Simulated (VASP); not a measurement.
# Pt (Im-3m) in VASP: notebook

The runs below take Pt through single point, with PBE.

Program: VASP 6.6.1. These are calculated values, not measurements. Logs are shortened: lines on timing, memory, paths and dates and some standing lists are left out, and cuts for length are marked.

### 1 The cell of the first run

Symmetry: Im-3m, No. 229, cubic system. Conventional cell: a = 3.164 Å, b = 3.164 Å, c = 3.164 Å, α = 90.00°, β = 90.00°, γ = 90.00°. Within 3.6 Å of Pt (site symmetry m-3m) lie 14 Pt at 2.74 to 3.16 Å.

### 2 Single point, PBE

The input, INCAR:

```
PREC = Accurate ; ENCUT = 520
EDIFF = 1E-6 ; ISMEAR = 1
SIGMA = 0.05 ; LREAL = F
LASPH = T ; NELM = 100
ALGO = Normal ; ISIF = 2
LWAVE = F ; LCHARG = F
GGA = PE ; NBANDS = 11
```

The input, KPOINTS:

```
regular mesh
0
Gamma
  19 19 19
```

The input, POSCAR:

```
Pt
1.0
    1.5819837918      1.5819837918      1.5819837918
   -1.5819837918      1.5819837918      1.5819837918
   -1.5819837918     -1.5819837918      1.5819837918
Pt
1
Direct
    0.0000000000      0.0000000000      0.0000000000
```

Potentials or basis: VASP PAW PBE potentials, release 64 (Pt).

Started as:

```console
$ cat potpaw_PBE.64/Pt/POTCAR > POTCAR
$ mpirun -np 1 vasp_std > vasp.out
```

OUTCAR:

```text
PREC = Accurate
   ENCUT = 520
   EDIFF = 1E-6
   ISMEAR = 1
   LREAL = F
   LASPH = T
   NELM = 100
   ISIF = 2
   GGA = PE

 ion  position               nearest neighbor table
   1  0.000  0.000  0.000-

  LATTYP: Found a body centered cubic cell.
 ALAT       =     3.1639675836

  Lattice vectors:

 A1 = (   1.5819837918,  -1.5819837918,  -1.5819837918)
 A2 = (   1.5819837918,   1.5819837918,   1.5819837918)
 A3 = (  -1.5819837918,  -1.5819837918,   1.5819837918)

Analysis of symmetry for initial positions (statically):
=====================================================================
 Subroutine PRICEL returns:
 Original cell was already a primitive cell.

 Routine SETGRP: Setting up the symmetry group for a
 body centered cubic supercell.

 Subroutine GETGRP returns: Found 48 space group operations
 (whereof 48 operations were pure point group operations)
 out of a pool of 48 trial point group operations.

The static configuration has the point symmetry O_h .

Analysis of symmetry for dynamics (positions and initial velocities):
=====================================================================
 Subroutine PRICEL returns:
 Original cell was already a primitive cell.

 Routine SETGRP: Setting up the symmetry group for a
 body centered cubic supercell.

 Subroutine GETGRP returns: Found 48 space group operations
 (whereof 48 operations were pure point group operations)
 out of a pool of 48 trial point group operations.

The dynamic configuration has the point symmetry O_h .

 Subroutine INISYM returns: Found 48 space group operations
 (whereof 48 operations are pure point group operations),
 and found     1 'primitive' translations

----------------------------------------------------------------------------------------

                                     Primitive cell

  volume of cell :      15.8368

  direct lattice vectors                    reciprocal lattice vectors
     1.581983792  1.581983792  1.581983792     0.316058864  0.000000000  0.316058864
    -1.581983792  1.581983792  1.581983792    -0.316058864  0.316058864  0.000000000
    -1.581983792 -1.581983792  1.581983792     0.000000000 -0.316058864  0.316058864

  length of vectors
     2.740076304  2.740076304  2.740076304     0.446974732  0.446974732  0.446974732

  position of ions in fractional coordinates (direct lattice)
     0.000000000  0.000000000  0.000000000

  ion indices of the primitive-cell ions
   primitive index   ion index
                 1           1

----------------------------------------------------------------------------------------

 KPOINTS: regular mesh

Automatic generation of k-mesh.
 Grid dimensions read from file:
 generate k-points for:   19   19   19

 Generating k-lattice:

  Cartesian coordinates                     Fractional coordinates (reciprocal lattice)
     0.016634677  0.000000000  0.016634677     0.052631579  0.000000000  0.000000000
    -0.016634677  0.016634677  0.000000000     0.000000000  0.052631579  0.000000000
     0.000000000 -0.016634677  0.016634677     0.000000000  0.000000000  0.052631579

  Length of vectors
     0.023524986  0.023524986  0.023524986

  Shift w.r.t. Gamma in fractional coordinates (k-lattice)
     0.000000000  0.000000000  0.000000000

 Subroutine IBZKPT returns following result:
 ===========================================

 Found    220 irreducible k-points:

 Following reciprocal coordinates:
            Coordinates               Weight
  0.000000  0.000000  0.000000      1.000000
  0.052632  0.000000  0.000000     12.000000
  0.105263  0.000000  0.000000     12.000000
  0.157895  0.000000  0.000000     12.000000
  0.210526  0.000000  0.000000     12.000000
  0.263158  0.000000  0.000000     12.000000
[... 16 lines left out ...]
  0.368421  0.105263  0.000000     48.000000
  0.421053  0.105263 -0.000000     48.000000
 [... further k-points ...]
   k-points           NKPTS =    220   k-points in BZ     NKDIM =    220   number of bands    NBANDS=     11
   number of dos      NEDOS =    301   number of ions     NIONS =      1
   total plane-waves  NPLWV =   8000
   dimension x,y,z NGX =    20 NGY =   20 NGZ =   20
   dimension x,y,z NGXF=    40 NGYF=   40 NGZF=   40
   ions per type =               1
   NGX,Y,Z   is equivalent  to a cutoff of  12.13, 12.13, 12.13 a.u.
   NGXF,Y,Z  is equivalent  to a cutoff of  24.27, 24.27, 24.27 a.u.
 SYSTEM =  unknown system
   PREC   = accura    normal or accurate (medium, high low for compatibility)
   ISTART =      0    job   : 0-new  1-cont  2-samecut
   ICHARG =      2    charge: 1-file 2-atom 10-const
   ISPIN  =      1    spin polarized calculation?
   LNONCOLLINEAR =      F non collinear calculations
   LSORBIT =      F    spin-orbit coupling
   LASPH  =      T    aspherical Exc in radial PAW
   ENCUT  =  520.0 eV  38.22 Ry    6.18 a.u.   5.09  5.09  5.09*2*pi/ulx,y,z
   NELM   =    100;   NELMIN=  2; NELMDL= -5     # of ELM steps
   EDIFF  = 0.1E-05   stopping-criterion for ELM
   LREAL  =      F    real-space projection
   EDIFFG = 0.1E-04   stopping-criterion for IOM
   NSW    =      0    number of steps for IOM
   IBRION =     -1    ionic relax: 0-MD 1-quasi-New 2-CG
   NFREE  =      0    steps in history (QN), initial steepest desc. (CG)
   ISIF   =      2    stress and relaxation
   ISYM   =      2    0-nonsym 1-usesym 2-fastsym
   POTIM  = 0.5000    time-step for ionic-motion
   TEBEG  =    0.0;   TEEND  =   0.0 temperature during run
   PSTRESS=    0.0 pullay stress
   NELECT =      10.0000    total number of electrons
   NUPDOWN=      -1.0000    fix difference up-down
   EMIN   =  10.00;   EMAX   =-10.00  energy-range for DOS
   EFERMI =   0.00;   METHOD = LEGACY
   ISMEAR =     1;   SIGMA  =   0.05  broadening in eV -4-tet -1-fermi 0-gaus
   EFERMI_NEDOS =   21; number of points for ismear=-14 and -15
   IALGO  =     38    algorithm
   IMIX   =      4    mixing-type and parameters
     AMIX     =   0.40;   BMIX     =  1.00
     AMIX_MAG =   1.60;   BMIX_MAG =  1.00
  volume/ion in A,a.u.               =      15.84       106.87
  Fermi-wavevector in a.u.,A,eV,Ry     =   1.404493  2.654106 26.838847  1.972600
  Thomas-Fermi vector in A             =   2.527049
   LORBIT       =      0    0 simple, 1 ext, 2 COOP (PROOUT), +10 PAW based schemes
   GGA     = PE    functional components
   LHFCALC =     F    Hartree Fock is set to
   AEXX    =    0.0000 exact exchange contribution
   IVDW    =     0    specifies the selected vdW correction
   LEPSILON=     F    determine dielectric tensor
   LRPA    =     F    only Hartree local field effects (RPA)
 non-spin polarized calculation
 Methfessel and Paxton  Order N= 1 SIGMA  =   0.05
  energy-cutoff  :      520.00
  volume of cell :       15.84
 maximum number of plane-waves:       439
   NGX = 11   NGY = 11   NGZ = 11

 number of electron      10.0000000 magnetization

 Free energy of the ion-electron system (eV)
  ---------------------------------------------------
  ext. energy  EPLUGINS =         0.00000000
  ---------------------------------------------------
  free energy    TOTEN  =        -5.99352878 eV

  energy without entropy =       -5.99340765  energy(sigma->0) =       -5.99348840

 E-fermi :  10.1484     XC(G=0): -13.1897

 val. band max:       10.1477976849   @ k =   0.4211   0.3684   0.3158
 cond. band min:      10.1492954718   @ k =   0.4211   0.2632   0.2105
 fundamental gap:      0.0014977869
 Fermi energy:        10.1483647966

 k-point     1 :       0.0000    0.0000    0.0000
  band No.  band energies     occupation
      1       0.6859      2.00000
      2       6.6939      2.00000
      3       6.6939      2.00000
      4       6.6939      2.00000
      5       9.1658      2.00000
      6       9.1658      2.00000
      7      27.2576      0.00000
      8      27.2576      0.00000
      9      27.2576      0.00000
     10      37.2619      0.00000
     11      37.2621      0.00000

 k-point     2 :       0.0526    0.0000    0.0000
  band No.  band energies     occupation
      1       0.7988      2.00000
      2       6.6496      2.00000
      3       6.6942      2.00000
      4       6.7838      2.00000
      5       9.1077      2.00000
      6       9.1687      2.00000
      7      27.3124      0.00000
      8      27.3508      0.00000
      9      27.4231      0.00000
     10      35.4803      0.00000
     11      36.0021      0.00000

 k-point     3 :       0.1053    0.0000    0.0000
  band No.  band energies     occupation
      1       1.1293      2.00000
      2       6.5239      2.00000
      3       6.6889      2.00000
      4       7.0499      2.00000
      5       8.9646      2.00000
      6       9.1787      2.00000
      7      27.4084      0.00000
      8      27.5018      0.00000
      9      27.9090      0.00000
     10      33.8974      0.00000
     11      34.2463      0.00000

 k-point     4 :       0.1579    0.0000    0.0000
  band No.  band energies     occupation
      1       1.6486      2.00000
      2       6.3358      2.00000
      3       6.6697      2.00000
      4       7.4805      2.00000
      5       8.8141      2.00000
      6       9.1990      2.00000
      7      27.2532      0.00000
      8      27.3238      0.00000
      9      28.6847      0.00000
     10      32.8470      0.00000
     11      32.9457      0.00000
[... 239 lines left out ...]
 k-point    22 :       0.3158    0.1053    0.0000
  band No.  band energies     occupation
      1       3.2307      2.00000
      2       5.9333      2.00000
      3       6.4339      2.00000
      4       8.6077      2.00000
      5       9.1864      2.00000
      6       9.4262      2.00000
      7      24.0551      0.00000
      8      25.8758      0.00000
      9      28.8269      0.00000
     10      30.2609      0.00000
     11      34.0449      0.00000

 k-point    23 :       0.3684    0.1053    0.0000
  band No.  band energies     occupation
      1       3.7036      2.00000
      2       5.7235      2.00000
      3       6.7604      2.00000
      4       8.7131      2.00000
      5       9.4382      2.00000
      6      10.0883      2.07075
      7      21.8784      0.00000
      8      25.0154      0.00000
      9      27.7150      0.00000
     10      31.3337      0.00000
     11      34.9486      0.00000

 k-point    24 :       0.4211    0.1053   -0.0000
  band No.  band energies     occupation
      1       3.8983      2.00000
      2       5.5531      2.00000
      3       7.3996      2.00000
      4       8.8710      2.00000
      5       9.5302      2.00000
      6      10.9799     -0.00000
      7      19.7429      0.00000
      8      24.2565      0.00000
      9      26.6500      0.00000
     10      32.4321      0.00000
     11      35.1906      0.00000

 [... further k-points ...]

------------------------ aborting loop because EDIFF is reached ----------------------------------------

  FORCE on cell =-STRESS in cart. coord.  units (eV):
  Direction    XX          YY          ZZ          XY          YZ          ZX
  --------------------------------------------------------------------------------------
  -------------------------------------------------------------------------------------
  Total       -0.0440865     -0.0440865     -0.0440865     -0.0000000     -0.0000000      0.0000000
  in kB       -4.4601603     -4.4601603     -4.4601603     -0.0000000     -0.0000000      0.0000000
  external PRESSURE =      -4.4601603 kB  Pullay stress =       0.0000000 kB

 VOLUME and BASIS-vectors are now :
 -----------------------------------------------------------------------------
  energy-cutoff  :      520.00
  volume of cell :       15.84
      direct lattice vectors                 reciprocal lattice vectors
     1.581983792  1.581983792  1.581983792     0.316058864  0.000000000  0.316058864
    -1.581983792  1.581983792  1.581983792    -0.316058864  0.316058864  0.000000000
    -1.581983792 -1.581983792  1.581983792     0.000000000 -0.316058864  0.316058864

 POSITION                                       TOTAL-FORCE (eV/Angst)
 -----------------------------------------------------------------------------------
      0.00000      0.00000      0.00000         0.000000      0.000000     -0.000000
 -----------------------------------------------------------------------------------
    total drift:                                0.000000      0.000000     -0.000000

  FREE ENERGIE OF THE ION-ELECTRON SYSTEM (eV)
  ---------------------------------------------------
  free  energy   TOTEN  =        -5.9935287813 eV

  energy  without entropy=       -5.9934076497  energy(sigma->0) =       -5.99348840
```

It took 48 s on 1 thread of AMD EPYC, shared host; peak memory 0.12 GiB.

What came out:

```
Free energy            : -5.9935 eV
Pressure               : -0.4 GPa
Band gap on the k mesh : zero (band 5 reaches 11.10 eV, above the bottom of band 6 at 9.05 eV)
```

Caveat: spin-orbit coupling is left out, which moves the levels of the heavy elements.

### 3 Single point, PBE

This run uses another cell than the first one, of 16.15 Å³/atom, 1.020 times its volume.

The input, INCAR:

```
PREC = Accurate
ENCUT = 520
EDIFF = 1E-6
ISMEAR = 1
SIGMA = 0.05
LREAL = False
LASPH = True
NELM = 100
ALGO = Normal
ISIF = 2
LWAVE = False
LCHARG = False
GGA = PE
NBANDS = 11
```

The input, KPOINTS:

```
Automatic mesh
0
Gamma
  19 19 19
```

The input, POSCAR:

```
Pt
1.0
    1.5924608109      1.5924608109      1.5924608109
   -1.5924608109      1.5924608109      1.5924608109
   -1.5924608109     -1.5924608109      1.5924608109
Pt
1
Direct
    0.0000000000      0.0000000000      0.0000000000
```

Potentials or basis: VASP PAW PBE potentials, release 64 (Pt).

Started as:

```console
$ cat potpaw_PBE.64/Pt/POTCAR > POTCAR
$ mpirun -np 1 vasp_std > vasp.out
```

Run time: 79 s. Hardware: 1 thread of AMD EPYC, shared host; peak memory 0.14 GiB.

It converged, with:

- Free energy: -5.9884 eV
- Pressure: -4.9 GPa
- Band gap on the k mesh: zero (band 5 reaches 10.73 eV, above the bottom of band 6 at 8.74 eV)

Levels at points of the mesh, in eV from the Fermi level:
```tsv
k point	band 2	band 3	band 4	band 5	band 6	band 7	band 8	band 9
(0.00, 0.00, 0.00)	-3.35	-3.35	-3.35	-0.95	-0.95	17.11	17.11	17.11
```

Caveat: spin-orbit coupling is left out, which moves the levels of the heavy elements.

[end of part 1 of 2]
